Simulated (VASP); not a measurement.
**Zr: relaxation of cell and atoms with PBEsol**

Zr:

```xyz
2
Lattice="-1.6160 -2.7990 0.0000 -1.6160 2.7990 0.0000 0.0000 0.0000 -5.1470" Properties=species:S:1:pos:R:3 pbc="T T T"
Zr   -1.6160    0.9330   -1.2868
Zr   -1.6160   -0.9330   -3.8603
```

```yaml
Program: VASP 6.6.1
Task: relaxation of cell and atoms
Functional: PBEsol
Potentials_or_basis: VASP PAW PBE potentials, release 64 (Zr_sv)
Cutoff: 600 eV
k_mesh: 15 × 15 × 8
Occupations: gaussian, width 0.1 eV
Spin: no spin polarisation
Dipole_correction: no
Further_INCAR_settings: ALGO = Fast; EDIFF = 1e-06; IBRION = 2; EDIFFG = -0.005; NSW = 100; ISIF = 3
```

```json
{
  "Relaxed volume": "22.48 Å³/atom",
  "Relaxed cell": "a = 3.185 Å, b = 3.185 Å, c = 5.118 Å, α = 90.00°, β = 90.00°, γ = 120.00°",
  "Space group after relaxing (to 0.1 Å)": "P6_3/mmc (No. 194)",
  "Energy gained by relaxing": "8.6 meV/atom",
  "Ionic steps": "11",
  "Pressure after relaxing": "0.0 GPa",
  "Band gap on the k mesh": "zero (bands 12 and 13 overlap by 1.31 eV)"
}
```

The path:
```
step  energy change (eV)  largest force (eV/Å)  pressure (GPa)  volume (Å³)
   1              0.0000                0.0000           -3.25        46.56
   2              0.0000                0.0000            3.64        43.45
   3             -0.0167                0.0000           -0.02        44.98
   4             -0.0167                0.0000            0.11        44.95
   5             -0.0171                0.0000            0.06        44.93
   6             -0.0172                0.0000            0.05        44.92
   7             -0.0172                0.0000            0.06        44.93
   8             -0.0172                0.0000            0.06        44.93
   9             -0.0172                0.0000            0.05        44.93
  10             -0.0172                0.0000           -0.08        44.97
  11             -0.0172                0.0000            0.00        44.96
```

Final structure:
```
Zr
1.0
    -1.59236   -2.75804    0.00000
    -1.59236    2.75804    0.00000
     0.00000    0.00000   -5.11813
Zr
2
Direct
  0.33333 0.66667 0.25000
  0.66667 0.33333 0.75000
```

Levels at points of the mesh, in eV from the Fermi level:
```
           k point  band 10  band 11  band 12  band 13  band 14  band 15
(0.00, 0.00, 0.00)    -3.16     0.86     0.86     0.93     1.23     1.57
(0.00, 0.00, 0.50)    -4.02    -0.02    -0.02     0.78     0.78     0.78
```

It took 7.5 min on 1 thread of AMD EPYC 9R45 96-Core Processor (Zen 5) (shared host), peak memory 0.23 GiB.

Caveat: the PAW data sets were made with another functional, which shifts forces and pressure a little.
